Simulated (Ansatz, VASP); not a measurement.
# NaAl5O2 in VASP and in Ansatz

Contents of INCAR:

```
  ALGO = Normal
  EDIFF = 1E-6
  EDIFFG = -0.01
  ENCUT = 600
  GGA = PE
  IBRION = 2
  ISIF = 3
  ISMEAR = 0
  LASPH = T
  LCHARG = F
  LREAL = F
  LWAVE = F
  NELM = 60
  NSW = 100
  PREC = Accurate
  SIGMA = 0.1
```

Contents of KPOINTS:

```
k-points
0
Gamma
  12 12 2
```

The input POSCAR:

```
NaAl5O2
1.0
    2.8896989934      0.0000000000      0.0000000000
   -1.4448494967      2.5025527376      0.0000000000
    0.0000000000      0.0000000000     14.7336663747
Na Al O
1 5 2
Direct
    0.0000000000      0.0000000000      0.0000000000
    0.6666666667      0.3333333333      0.1851882090
    0.3333333333      0.6666666667      0.8148117910
    0.3333333333      0.6666666667      0.3414058829
    0.0000000000      0.0000000000      0.5000000000
    0.6666666667      0.3333333333      0.6585941171
    0.3333333333      0.6666666667      0.1130735935
    0.6666666667      0.3333333333      0.8869264065
```

Input for Ansatz:

```yaml
crystal:
  lattice:
    - [2.8896989934, 0.0, 0.0]
    - [-1.4448494967, 2.5025527376, 0.0]
    - [0.0, 0.0, 14.7336663747]
  atoms:
    - { symbol: Na, position: [0.0, 0.0, 0.0] }
    - { symbol: Al, position: [0.6666666667, 0.3333333333, 0.185188209] }
    - { symbol: Al, position: [0.3333333333, 0.6666666667, 0.814811791] }
    - { symbol: Al, position: [0.3333333333, 0.6666666667, 0.3414058829] }
    - { symbol: Al, position: [0.0, 0.0, 0.5] }
    - { symbol: Al, position: [0.6666666667, 0.3333333333, 0.6585941171] }
    - { symbol: O, position: [0.3333333333, 0.6666666667, 0.1130735935] }
    - { symbol: O, position: [0.6666666667, 0.3333333333, 0.8869264065] }
basis:
  ecutwfc: 420
kpoints:
  mp_grid: { grid: [12, 12, 2] }
hamiltonian:
  xc: pbe
scf:
  occupations: { method: gaussian, width: 0.1 }
output:
  forces: true
  stress: true
  eigenvalues: true
relax:
  adjacent_minimum: "off"
  f_tol: 0.01
  max_steps: 80
  cell: { stress_tol: 0.05 }
```

Alike in both runs: task relaxation of cell and atoms; functional PBE; k mesh 12 × 12 × 2; occupations gaussian, width 0.1 eV; no spin polarisation.

|  | VASP | Ansatz |
| --- | --- | --- |
| version | VASP 6.6.1 | Ansatz 0.2.0 |
| potentials or method | VASP PAW PBE potentials, release 64 (Na_pv, Al, O), cutoff 600 eV | scalar-relativistic, plane waves, PAW |
| valence electrons in the cell | 34 | 36 |

```csv
,VASP,Ansatz,Ansatz less VASP
"gap on the k mesh at the Fermi level, each at its own relaxed structure (eV)",none,none,-
relaxed volume (Å³/atom),13.32,13.33,+0.009
relaxed cell length with the largest relative difference (Å),14.626,14.632,+0.0057
```

A gap of «none» marks a metal or a gap that the smearing closes. VASP's potentials hold 34 valence electrons a cell and Ansatz's 36, so a difference there can come from the potentials and not from the codes.
